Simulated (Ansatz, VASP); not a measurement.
**BaBe: VASP beside Ansatz**

```
CELL_PARAMETERS angstrom
0.00000 3.91057 4.93843
4.97563 0.00000 4.93843
4.97563 3.91057 0.00000
ATOMIC_POSITIONS crystal
Ba 0.00000 0.50000 0.00000
Ba 0.50000 0.00000 0.50000
Be 0.09949 0.09949 0.90051
Be 0.90051 0.90051 0.09949
```

Alike in both runs: functional PBE; k mesh 4 × 4 × 4; occupations gaussian, width 0.1 eV; no spin polarisation.

Ansatz relaxed the structure, and its values are those at the end. VASP's run is a single point on that final structure, the one shown.

```csv
,VASP,Ansatz
version,VASP 6.6.1,Ansatz 0.2.0
potentials or method,"VASP PAW PBE potentials, release 64 (Ba_sv, Be), cutoff 520 eV","scalar-relativistic, plane waves, PAW"
valence electrons in the cell,24,24
```

VASP gave:

* gap on the k mesh at the Fermi level (eV): none
* pressure (GPa): 0.1
* rms of the force components (eV/Å): 0.010

Q: Which values does Ansatz return?

A: gap on the k mesh at the Fermi level (eV): none; pressure (GPa): 0.0; rms of the force components (eV/Å): 0.012.

A gap of «none» marks a metal or a gap that the smearing closes.

Spin-orbit coupling is off throughout.
